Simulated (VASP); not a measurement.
Write the native input for VASP 6.6.1 that does the following.

- Task: single point
- Functional: PBE
- Potentials or basis: VASP PAW PBE potentials, release 64 (Ta_sv_GW)
- Cutoff: 500 eV
- k mesh: 9 × 9 × 13
- Occupations: fermi-dirac, width 0.05 eV
- Spin: no spin polarisation
- Dipole correction: no
- Second run: valence_matched
- Further INCAR settings: ALGO = Normal; EDIFF = 1e-06; NBANDS = 26

The structure of Ta lies in POSCAR:

```
Ta
1.0
    4.0473393231      0.0000000000      0.0000000000
   -2.0236696616      3.5050986716      0.0000000000
    0.0000000000      0.0000000000      2.3193183419
Ta
3
Direct
    0.0000000000      0.0000000000      0.0000000000
    0.3333333333      0.6666666667      0.5000000000
    0.6666666667      0.3333333333      0.5000000000
```

These files were run (other wordings do the same):

INCAR

```
  ALGO = Normal
  EDIFF = 1E-6
  ENCUT = 500
  GGA = PE
  GGA_COMPAT = False
  ISIF = 2
  ISMEAR = -1
  LASPH = True
  LCHARG = False
  LREAL = False
  LWAVE = False
  NBANDS = 26
  NELM = 120
  PREC = Accurate
  SIGMA = 0.05
```

KPOINTS

```
k-points
0
Gamma
  9 9 13
```

Potentials or basis: VASP PAW PBE potentials, release 64 (Ta_sv_GW).

Launch:

```sh
$ cat potpaw_PBE.64/Ta_sv_GW/POTCAR > POTCAR
$ mpirun -np 1 vasp_std > vasp.out
```

It gave:

The pressure is 269.8 GPa.

Run time: 49 s on 1 thread of Intel(R) Xeon(R) 6975P-C (Granite Rapids), with other jobs on the host, peak memory 0.19 GiB.
